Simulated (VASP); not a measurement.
Runs of VASP 6.6.1 on Sr. The structure is that of space group P6_3/mmc (No. 194), or close to it. The cells are those of the table. This isn't the form of Sr at room conditions, which is fcc.

```tsv
cell	gap on the mesh (eV)	pressure (GPa)
a = 4.181, b = 4.181, c = 6.838 Å, angles 90.0, 90.0, 120.0°, 2 atoms	none	1.4
a = 4.439, b = 4.439, c = 7.050 Å, angles 90.0, 90.0, 120.0°, 2 atoms	none	-0.5
a = 4.375, b = 4.375, c = 7.261 Å, angles 90.0, 90.0, 120.0°, 2 atoms	none	(b)
a = 4.439, b = 4.439, c = 7.156 Å, angles 90.0, 90.0, 120.0°, 2 atoms	none	(a)
a = 4.181, b = 4.181, c = 7.050 Å, angles 90.0, 90.0, 120.0°, 2 atoms	none	0.9
a = 4.245, b = 4.245, c = 6.838 Å, angles 90.0, 90.0, 120.0°, 2 atoms	none	0.9
a = 4.181, b = 4.181, c = 6.944 Å, angles 90.0, 90.0, 120.0°, 2 atoms	none	1.1
```

Alike in all rows: task single point; level r2SCAN; potentials or basis VASP PAW PBE potentials, release 64 (Sr_sv); no spin polarisation; k mesh 12 × 12 × 8; cutoff (eV) 520; smearing gaussian 0.15 eV.

Problem. Fill in the values left out.

Solution. (a) -0.7; (b) -0.6.

Caveats: the PAW data sets were made with another functional, which shifts forces and pressure a little.

A k mesh can miss the band edges, and the runs leave out spin-orbit coupling on Sr.

A gap of «none» marks levels without a gap at the run's occupations.
